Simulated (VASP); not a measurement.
A run of VASP 6.6.1 is set up as follows.

Contents of INCAR:

```
SYSTEM = Rh
PREC = Accurate
ENCUT = 520
EDIFF = 1E-6
ISMEAR = -1
SIGMA = 0.06122561905347299
LREAL = .False.
LASPH = .True.
NELM = 60
ALGO = Normal
ISIF = 2
LWAVE = .False.
LCHARG = .True.
GGA = PE
LELF = .True.
LVHAR = .True.
NBANDS = 22
```

Contents of KPOINTS:

```
regular mesh
0
Gamma
  17 17 17
  0 0 0
```

The input POSCAR:

```
Rh
1.0
    0.0000000000      2.7754149789      2.7754149789
    2.7754149789      0.0000000000      2.7754149789
    2.7754149789      2.7754149789      0.0000000000
Rh
2
Direct
    0.0000000000      0.0000000000      0.0000000000
    0.2500000000      0.2500000000      0.2500000000
```

Potentials or basis: VASP PAW PBE potentials, release 64 (Rh_pv).

Command:

```bash
$ cat potpaw_PBE.64/Rh_pv/POTCAR > POTCAR
$ mpirun -np 1 vasp_std > vasp.out
```

(1) What does it give for the pressure?

(2) What does it give for the band gap on the k mesh?

Answers

(1) -2.4 GPa.

(2) zero (band 15 reaches 6.69 eV, above the bottom of band 16 at 5.51 eV).
